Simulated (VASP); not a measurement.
# Si2Ni (I4/mmm) in VASP: further runs, part 2 of 2

VASP 6.6.1. The steps go on from the part before.

## Step 6: Single point, PBE

This run uses another cell than the first one, of the same volume but with other edges.

The input, INCAR:

```
SYSTEM = Si2Ni
PREC = Accurate ; ENCUT = 520
EDIFF = 1E-6 ; ISMEAR = 0
SIGMA = 0.15 ; LREAL = .False.
LASPH = .True. ; NELM = 100
ALGO = Normal ; ISIF = 2
LWAVE = .False. ; LCHARG = .False.
GGA = PE ; NBANDS = 16
```

The input, KPOINTS:

```
regular mesh
0
Gamma
  16 16 16
  0 0 0
```

The input, POSCAR:

```
Si2Ni
1.0
    0.0000000000      2.6382498894      2.9020748783
    2.6382498894      0.0000000000      2.9020748783
    2.6382498894      2.6382498894      0.0000000000
Si Ni
2 1
Direct
    0.2500000000      0.2500000000      0.2500000000
    0.7500000000      0.7500000000      0.7500000000
    0.0000000000      0.0000000000      0.0000000000
```

Potentials or basis: VASP PAW PBE potentials, release 64 (Si, Ni).

Launch:

```sh
$ cat potpaw_PBE.64/Si/POTCAR potpaw_PBE.64/Ni/POTCAR > POTCAR
$ mpirun -np 1 vasp_std > vasp.out
```

OUTCAR:

```text
SYSTEM = Si2Ni
   PREC = Accurate
   ENCUT = 520
   EDIFF = 1E-6
   ISMEAR = 0
   LREAL = .False.
   LASPH = .True.
   NELM = 100
   ISIF = 2
   GGA = PE

 ion  position               nearest neighbor table
   1  0.250  0.250  0.250-   3 2.36   3 2.36   3 2.36   3 2.36   2 2.64   2 2.64   2 2.64   2 2.64
                             2 2.90   2 2.90
   2  0.750  0.750  0.750-   3 2.36   3 2.36   3 2.36   3 2.36   1 2.64   1 2.64   1 2.64   1 2.64
                             1 2.90   1 2.90
   3  0.000  0.000  0.000-   2 2.36   2 2.36   2 2.36   1 2.36   2 2.36   1 2.36   1 2.36   1 2.36

  LATTYP: Found a body centered tetragonal cell.
 ALAT       =     3.7310487745
 C/A-ratio  =     1.5556349186

  Lattice vectors:

 A1 = (  -2.6382498894,   0.0000000000,   2.9020748783)
 A2 = (   2.6382498894,   0.0000000000,   2.9020748783)
 A3 = (   0.0000000000,   2.6382498894,  -2.9020748783)

Analysis of symmetry for initial positions (statically):
=====================================================================
 Subroutine PRICEL returns:
 Original cell was already a primitive cell.

 Routine SETGRP: Setting up the symmetry group for a
 body centered tetragonal supercell.

 Subroutine GETGRP returns: Found 16 space group operations
 (whereof 16 operations were pure point group operations)
 out of a pool of 16 trial point group operations.

The static configuration has the point symmetry D_4h.

Analysis of symmetry for dynamics (positions and initial velocities):
=====================================================================
 Subroutine PRICEL returns:
 Original cell was already a primitive cell.

 Routine SETGRP: Setting up the symmetry group for a
 body centered tetragonal supercell.

 Subroutine GETGRP returns: Found 16 space group operations
 (whereof 16 operations were pure point group operations)
 out of a pool of 16 trial point group operations.

The dynamic configuration has the point symmetry D_4h.

 Subroutine INISYM returns: Found 16 space group operations
[... 120 lines left out ...]
  volume/ion in A,a.u.               =      13.47        90.88
  Fermi-wavevector in a.u.,A,eV,Ry     =   1.250380  2.362876 21.272046  1.563451
  Thomas-Fermi vector in A             =   2.384377
   LORBIT       =      0    0 simple, 1 ext, 2 COOP (PROOUT), +10 PAW based schemes
   GGA     = PE    functional components
   LHFCALC =     F    Hartree Fock is set to
   AEXX    =    0.0000 exact exchange contribution
   IVDW    =     0    specifies the selected vdW correction
   LEPSILON=     F    determine dielectric tensor
   LRPA    =     F    only Hartree local field effects (RPA)
 non-spin polarized calculation
 Gauss-broadening in eV      SIGMA  =   0.15
  energy-cutoff  :      520.00
  volume of cell :       40.40
 maximum number of plane-waves:      1102
 NGX is ok and might be reduce to    30

 number of electron      18.0000002 magnetization

 Free energy of the ion-electron system (eV)
  ---------------------------------------------------
  ext. energy  EPLUGINS =         0.00000000
  ---------------------------------------------------
  free energy    TOTEN  =       -17.33172280 eV

  energy without entropy =      -17.32158118  energy(sigma->0) =      -17.32665199

 E-fermi :  10.0438     XC(G=0): -11.4863

 val. band max:       10.0388357624   @ k =   0.1875   0.0625   0.0000
 cond. band min:      10.0442782029   @ k =  -0.4375   0.0625   0.3750
 fundamental gap:      0.0054424406
 Fermi energy:        10.0437596457

 k-point     1 :       0.0000    0.0000    0.0000
  band No.  band energies     occupation
      1      -3.5567      2.00000
      2       4.9927      2.00000
      3       4.9927      2.00000
      4       5.3004      2.00000
      5       6.5985      2.00000
      6       6.8840      2.00000
[... 433 lines left out ...]
      3       5.0660      2.00000
      4       5.3095      2.00000
      5       6.6145      2.00000
      6       6.8277      2.00000
[... 8 lines left out ...]
     15      14.7312      0.00000
     16      15.0222      0.00000

 [... further k-points ...]

------------------------ aborting loop because EDIFF is reached ----------------------------------------

  FORCE on cell =-STRESS in cart. coord.  units (eV):
  Direction    XX          YY          ZZ          XY          YZ          ZX
  --------------------------------------------------------------------------------------
  -------------------------------------------------------------------------------------
  Total        0.4408622      0.4408622     -0.9721336      0.0000000     -0.0000000      0.0000000
  in kB       17.4840867     17.4840867    -38.5536992      0.0000000     -0.0000000      0.0000000
  external PRESSURE =      -1.1951752 kB  Pullay stress =       0.0000000 kB

 VOLUME and BASIS-vectors are now :
 -----------------------------------------------------------------------------
  energy-cutoff  :      520.00
  volume of cell :       40.40
      direct lattice vectors                 reciprocal lattice vectors
     0.000000000  2.638249889  2.902074878    -0.189519576  0.189519576  0.172290523
     2.638249889  0.000000000  2.902074878     0.189519576 -0.189519576  0.172290523
     2.638249889  2.638249889  0.000000000     0.189519576  0.189519576 -0.172290523

 POSITION                                       TOTAL-FORCE (eV/Angst)
 -----------------------------------------------------------------------------------
      1.31912      1.31912      1.45104        -0.000000     -0.000000     -0.000000
      3.95737      3.95737      4.35311         0.000000      0.000000      0.000000
      0.00000      0.00000      0.00000        -0.000000      0.000000      0.000000
 -----------------------------------------------------------------------------------
    total drift:                                0.000000     -0.000000     -0.000000

  FREE ENERGIE OF THE ION-ELECTRON SYSTEM (eV)
  ---------------------------------------------------
  free  energy   TOTEN  =       -17.3317228012 eV

  energy  without entropy=      -17.3215811777  energy(sigma->0) =      -17.32665199
```

stdout:

```text
POSCAR found type information on POSCAR SiNi
 POSCAR found :  2 types and       3 ions
 scaLAPACK will be used
 LDA part: xc-table for (Slater+PW92), standard interpolation
 POSCAR, INCAR and KPOINTS ok, starting setup
 FFT: planning ... GRIDC
 FFT: planning ... GRID_SOFT
 FFT: planning ... GRID
 WAVECAR not read
 entering main loop
```

Wall time 2.7 min (1 thread of Intel Xeon Platinum 8488C (Sapphire Rapids), shared host); peak memory 0.33 GiB.

What came out:

* Free energy: -17.3317 eV
* Pressure: -0.1 GPa
* Band gap on the k mesh: zero (band 9 reaches 11.53 eV, above the bottom of band 10 at 9.47 eV)

Stress tensor (GPa, compression positive):
```
 1.75  0.00  0.00
 0.00  1.75  0.00
 0.00  0.00 -3.86
```

 Spin polarisation is off, so any magnetic state and its effect on volume and gap are missing.

## Step 7: The runs side by side

| cell | gap on the mesh (eV) | pressure (GPa) |
| --- | --- | --- |
| a = 4.003, b = 4.003, c = 3.624 Å, angles 63.1, 63.1, 53.8°, 3 atoms | none | 1.0 |
| a = 3.752, b = 3.752, c = 4.184 Å, angles 56.1, 56.1, 67.8°, 3 atoms | none | 3.0 |
| a = 4.093, b = 4.093, c = 3.529 Å, angles 64.5, 64.5, 51.1°, 3 atoms | none | 2.6 |
| a = 3.805, b = 3.805, c = 3.960 Å, angles 58.6, 58.6, 62.7°, 3 atoms | none | -0.1 |
| a = 3.922, b = 3.922, c = 3.731 Å, angles 61.6, 61.6, 56.8°, 3 atoms | none | -0.1 |

Alike in all rows: task single point; level PBE; potentials or basis VASP PAW PBE potentials, release 64 (Si, Ni); no spin polarisation; k mesh 16 × 16 × 16; cutoff (eV) 520; smearing gaussian 0.15 eV.

Total energies depend on the potentials used, so only differences within one code and one set of settings carry meaning.
